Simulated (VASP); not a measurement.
# KCl (Pm-3m) in VASP: further runs, part 2 of 2

VASP 6.6.1. Earlier steps stand in the parts before.

### 4 Electric field gradients, PBE (volume scaled by 0.99)

The input, INCAR:

```
  ALGO = Normal
  EDIFF = 1E-8
  ENCUT = 520
  GGA = PE
  ISIF = 2
  ISMEAR = -1
  LASPH = True
  LCHARG = False
  LEFG = True
  LREAL = False
  LWAVE = False
  NBANDS = 15
  NELM = 80
  PREC = Accurate
  SIGMA = 0.02
```

The input, KPOINTS:

```
k-points
0
Gamma
  7 7 7
```

The input, POSCAR:

```
KCl
1.0
    3.6218460631      0.0000000000      0.0000000000
    0.0000000000      3.6218460631      0.0000000000
    0.0000000000      0.0000000000      3.6218460631
K Cl
1 1
Direct
    0.0000000000      0.0000000000      0.0000000000
    0.5000000000      0.5000000000      0.5000000000
```

Potentials or basis: VASP PAW PBE potentials, release 64 (K_sv, Cl).

Started as:

```
$ cat potpaw_PBE.64/K_sv/POTCAR potpaw_PBE.64/Cl/POTCAR > POTCAR
$ mpirun -np 1 vasp_std > vasp.out
```

OUTCAR:

```text
EDIFF = 1E-8
   ENCUT = 520
   GGA = PE
   ISIF = 2
   ISMEAR = -1
   LASPH = True
   LREAL = False
   NELM = 80
   PREC = Accurate

 ion  position               nearest neighbor table
   1  0.000  0.000  0.000-   2 3.14   2 3.14   2 3.14   2 3.14   2 3.14   2 3.14   2 3.14   2 3.14

   2  0.500  0.500  0.500-   1 3.14   1 3.14   1 3.14   1 3.14   1 3.14   1 3.14   1 3.14   1 3.14

  LATTYP: Found a simple cubic cell.
 ALAT       =     3.6218460631

  Lattice vectors:

 A1 = (   3.6218460631,   0.0000000000,   0.0000000000)
 A2 = (   0.0000000000,   3.6218460631,   0.0000000000)
 A3 = (   0.0000000000,   0.0000000000,   3.6218460631)
[... 565 lines left out ...]
  free  energy   TOTEN  =        -6.5357824946 eV

  energy  without entropy=       -6.5357824946  energy(sigma->0) =       -6.53578249

 Electric field gradients (V/A^2)
---------------------------------------------------------------------
 ion       V_xx      V_yy      V_zz      V_xy      V_xz      V_yz
---------------------------------------------------------------------
   1      -0.000    -0.000     0.000     0.000    -0.000     0.000
   2      -0.000    -0.000    -0.000    -0.000    -0.000     0.000
---------------------------------------------------------------------

 Electric field gradients after diagonalization (V/A^2)
 (convention: |V_zz| > |V_xx| > |V_yy|)
----------------------------------------------------------------------
 ion       V_xx      V_yy      V_zz     asymmetry (V_yy - V_xx)/ V_zz
----------------------------------------------------------------------
   1      -0.000    -0.000     0.000       0.029
   2      -0.000    -0.000    -0.000      -0.349
----------------------------------------------------------------------

           NMR quadrupolar parameters

 Cq : quadrupolar parameter    Cq=e*Q*V_zz/h
 eta: asymmetry parameters     (V_yy - V_xx)/ V_zz
 Q  : nuclear electric quadrupole moment in mb (millibarn)
----------------------------------------------------------------------
 ion       Cq(MHz)       eta       Q (mb)
----------------------------------------------------------------------
   1       0.000       0.029       1.000
   2      -0.000      -0.349       1.000
----------------------------------------------------------------------
```

It took 30 s on 1 thread of Intel Xeon 8259CL, shared host; peak memory 0.16 GiB.

Results:

* Free energy: -6.5358 eV
* Pressure: 4.9 GPa
* Band gap on the k mesh: 5.67 eV, indirect (least direct gap 5.87 eV)

Levels at points of the mesh, in eV from the valence-band top:
```csv
k point,band 5,band 6,band 7,band 8,band 9,band 10,band 11,band 12
"(0.00, 0.00, 0.00)",-11.12,-0.20,-0.20,-0.20,5.67,6.38,6.38,11.12
```

Caveat: without QUAD_EFG the Cq values of the log hold for a quadrupole moment of 1 mb, not for the nuclei. A k mesh can miss the band edges.

### 5 Electric field gradients, PBE (volume scaled by 1.02)

The input, INCAR:

```
PREC = Accurate ; ENCUT = 520
EDIFF = 1E-8 ; ISMEAR = -1
SIGMA = 0.02 ; LREAL = False
LASPH = True ; NELM = 80
ALGO = Normal ; ISIF = 2
LWAVE = False ; LCHARG = False
GGA = PE ; LEFG = True
NBANDS = 15
```

The input, KPOINTS:

```
Automatic mesh
0
Gamma
  7 7 7
```

The input, POSCAR:

```
KCl
1.0
    3.6580669265      0.0000000000      0.0000000000
    0.0000000000      3.6580669265      0.0000000000
    0.0000000000      0.0000000000      3.6580669265
K Cl
1 1
Direct
    0.0000000000      0.0000000000      0.0000000000
    0.5000000000      0.5000000000      0.5000000000
```

Potentials or basis: VASP PAW PBE potentials, release 64 (K_sv, Cl).

Started as:

```
$ cat potpaw_PBE.64/K_sv/POTCAR potpaw_PBE.64/Cl/POTCAR > POTCAR
$ mpirun -np 1 vasp_std > vasp.out
```

OUTCAR:

```text
PREC = Accurate
   ENCUT = 520
   EDIFF = 1E-8
   ISMEAR = -1
   LREAL = False
   LASPH = True
   NELM = 80
   ISIF = 2
   GGA = PE

 ion  position               nearest neighbor table
   1  0.000  0.000  0.000-   2 3.17   2 3.17   2 3.17   2 3.17   2 3.17   2 3.17   2 3.17   2 3.17

   2  0.500  0.500  0.500-   1 3.17   1 3.17   1 3.17   1 3.17   1 3.17   1 3.17   1 3.17   1 3.17

  LATTYP: Found a simple cubic cell.
 ALAT       =     3.6580669265

  Lattice vectors:

[... 567 lines left out ...]
  ---------------------------------------------------
  free  energy   TOTEN  =        -6.5753393393 eV

  energy  without entropy=       -6.5753393393  energy(sigma->0) =       -6.57533934

 Electric field gradients (V/A^2)
---------------------------------------------------------------------
 ion       V_xx      V_yy      V_zz      V_xy      V_xz      V_yz
---------------------------------------------------------------------
   1       0.000    -0.000     0.000     0.000    -0.000    -0.000
   2      -0.000    -0.000    -0.000    -0.000    -0.000    -0.000
---------------------------------------------------------------------

 Electric field gradients after diagonalization (V/A^2)
 (convention: |V_zz| > |V_xx| > |V_yy|)
----------------------------------------------------------------------
 ion       V_xx      V_yy      V_zz     asymmetry (V_yy - V_xx)/ V_zz
----------------------------------------------------------------------
   1      -0.000     0.000     0.000       0.431
   2      -0.000    -0.000    -0.000      -0.203
----------------------------------------------------------------------

           NMR quadrupolar parameters

 Cq : quadrupolar parameter    Cq=e*Q*V_zz/h
 eta: asymmetry parameters     (V_yy - V_xx)/ V_zz
 Q  : nuclear electric quadrupole moment in mb (millibarn)
----------------------------------------------------------------------
 ion       Cq(MHz)       eta       Q (mb)
----------------------------------------------------------------------
   1       0.000       0.431       1.000
   2      -0.000      -0.203       1.000
----------------------------------------------------------------------
```

stdout:

```text
POSCAR found type information on POSCAR K Cl
 POSCAR found :  2 types and       2 ions
 scaLAPACK will be used
 LDA part: xc-table for (Slater+PW92), standard interpolation
 POSCAR, INCAR and KPOINTS ok, starting setup
 FFT: planning ... GRIDC
 FFT: planning ... GRID_SOFT
 FFT: planning ... GRID
 WAVECAR not read
 entering main loop
ion   1

ion   2
```

Run time: 31 s. Hardware: 1 thread of Intel Xeon 8259CL, shared host; peak memory 0.16 GiB.

Results:

- Free energy: -6.5753 eV
- Pressure: 3.8 GPa
- Band gap on the k mesh: 5.50 eV, indirect (least direct gap 5.70 eV)

Caveat: without QUAD_EFG the Cq values of the log hold for a quadrupole moment of 1 mb, not for the nuclei. A k mesh can miss the band edges.

### 6 Summary

```csv
cell,gap on the mesh (eV),pressure (GPa)
"a = 3.560 Å, 2 atoms",5.97,7.2
"a = 3.622 Å, 2 atoms",5.67,4.9
"a = 3.658 Å, 2 atoms",5.50,3.8
```

Alike in all rows: task electric field gradients; level PBE; potentials or basis VASP PAW PBE potentials, release 64 (K_sv, Cl); no spin polarisation; k mesh 7 × 7 × 7; cutoff (eV) 520; smearing fermi-dirac 0.02 eV.

Absolute energies hang on the potentials; compare differences alone.
